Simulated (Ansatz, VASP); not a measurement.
**Sb in VASP and in Ansatz**

```
CELL_PARAMETERS angstrom
-4.05670 4.05670 2.03890
4.05670 -4.05670 2.03890
4.05670 4.05670 -2.03890
ATOMIC_POSITIONS crystal
Sb 0.65126 0.15126 0.80253
Sb 0.15126 0.34874 0.50000
Sb 0.34874 0.84874 0.19747
Sb 0.84874 0.65126 0.50000
```

Change from the starting cell: volume scaled by 1.02.

Alike in both runs: task single point; functional LDA; k mesh 7 × 7 × 7; occupations fermi-dirac, width 0.05 eV; no spin polarisation.

|  | VASP | Ansatz |
| --- | --- | --- |
| version | VASP 6.6.1 | Ansatz 0.2.0 |
| potentials or method | VASP PAW LDA potentials, release 64 (Sb), cutoff 520 eV | all-electron LAPW, scalar-relativistic |

|  | VASP | Ansatz | Ansatz less VASP |
| --- | --- | --- | --- |
| gap on the k mesh at the Fermi level (eV) | none | none | - |
| pressure (GPa) | -2.6 | -2.7 | -0.08 |
| traceless stress, the component that is largest in VASP (GPa) | -0.30 | -0.34 | -0.037 |
| rms of the force components (eV/Å) | 0.043 | 0.041 | -0.0019 |

LDA's correlation is that of Perdew and Zunger in VASP and of Perdew and Wang (1992) in Ansatz. Atom by atom the forces differ by 0.002 eV/Å (rms over components). A gap of «none» marks a metal or a gap that the smearing closes. Ansatz ran all-electron here, and VASP with PAW potentials.

Neither program's run includes spin-orbit coupling.
